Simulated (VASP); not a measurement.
Crystal: Rh.

```
Rh
1.0
     4.26738    0.00000    0.00000
    -2.13369    3.69566    0.00000
     0.00000    0.00000    2.61590
Rh
3
Cartesian
  0.0000 0.0000 0.0000
  0.0000 2.4638 1.3080
  2.1337 1.2319 1.3080
```

* Program: VASP 6.6.1
* Task: relaxation of cell and atoms
* Functional: r2SCAN
* Potentials or basis: VASP PAW PBE potentials, release 64 (Rh_pv)
* Cutoff: 600 eV
* k mesh: 9 × 9 × 12
* Occupations: fermi-dirac, width 0.1 eV
* Spin: no spin polarisation

At the start: pressure 8.5 GPa; volume 13.75 Å³/atom.

Problem. How do energy, volume and symmetry change on relaxing?

Solution. Over 5 steps the energy falls by 10.7 meV/atom and the volume is 14.17 Å³/atom (+3.0 %); space group P6/mmm (No. 191, to 0.05 Å).

The path:
| step | energy change (eV) | largest force (eV/Å) | pressure (GPa) | volume (Å³) |
| --- | --- | --- | --- | --- |
| 1 | 0.0000 | 0.0000 | 8.48 | 41.25 |
| 2 | 0.1425 | 0.0000 | -15.92 | 45.76 |
| 3 | -0.0320 | 0.0000 | -0.27 | 42.54 |
| 4 | -0.0320 | 0.0000 | 0.05 | 42.50 |
| 5 | -0.0320 | 0.0000 | 0.06 | 42.50 |

Final structure:
```
Rh
1.0
     4.30845    0.00000    0.00000
    -2.15423    3.73123    0.00000
     0.00000    0.00000    2.64402
Rh
3
Direct
  0.00000 0.00000 0.00000
  0.33333 0.66667 0.50000
  0.66667 0.33333 0.50000
```

Caveat: the PAW data sets were made with another functional, which shifts forces and pressure a little.
